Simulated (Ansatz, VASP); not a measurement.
**One calculation of Hg, two programs**

File INCAR:

```
ALGO     = Normal         # electronic algorithm
EDIFF    = 1E-6           # SCF threshold, eV
ENCUT    = 520            # plane-wave cutoff, eV
GGA      = PE             # functional
ISIF     = 2              # what is computed and relaxed
ISMEAR   = -1             # smearing method
LASPH    = T              # aspherical terms in the spheres
LCHARG   = F              # write CHGCAR
LREAL    = F              # projectors in reciprocal space
LWAVE    = F              # write WAVECAR
NBANDS   = 19             # bands
NELM     = 100            # most SCF steps
PREC     = Accurate       # precision mode
SIGMA    = 0.05           # smearing width, eV
```

File KPOINTS:

```
k-points
0
Gamma
  11 11 11
```

Contents of POSCAR:

```
Hg
1.0
    0.0000000000      3.2354804097      3.2354804097
    3.2354804097      0.0000000000      3.2354804097
    3.2354804097      3.2354804097      0.0000000000
Hg
2
Direct
   -0.1250000000     -0.1250000000     -0.1250000000
    0.1250000000      0.1250000000      0.1250000000
```

Input for Ansatz:

```yaml
crystal:
  lattice:
    - [0.0, 3.2354804097, 3.2354804097]
    - [3.2354804097, 0.0, 3.2354804097]
    - [3.2354804097, 3.2354804097, 0.0]
  atoms:
    - { symbol: Hg, position: [-0.125, -0.125, -0.125] }
    - { symbol: Hg, position: [0.125, 0.125, 0.125] }
kpoints:
  mp_grid: { grid: [11, 11, 11] }
scf:
  occupations: { method: fermi_dirac, width: 0.05 }
hamiltonian:
  xc: pbe
  pseudopotentials: { kind: all_electron, datasets: crystal }
output:
  forces: true
  stress: true
  eigenvalues: true
```

Change from the starting cell: volume scaled by 0.6, crystal datasets.

Alike in both runs: task single point; functional PBE; k mesh 11 × 11 × 11; occupations fermi-dirac, width 0.05 eV; no spin polarisation.

|  | VASP | Ansatz |
| --- | --- | --- |
| version | VASP 6.6.1 | Ansatz 0.2.0 |
| potentials or method | VASP PAW PBE potentials, release 64 (Hg), cutoff 520 eV | all-electron PAW with datasets made for the crystal, scalar-relativistic |

```tsv
	VASP	Ansatz	Ansatz less VASP
pressure (GPa)	4.5	4.2	-0.32
```

Ansatz ran all-electron here, and VASP with PAW potentials.

Neither program's run includes spin-orbit coupling.
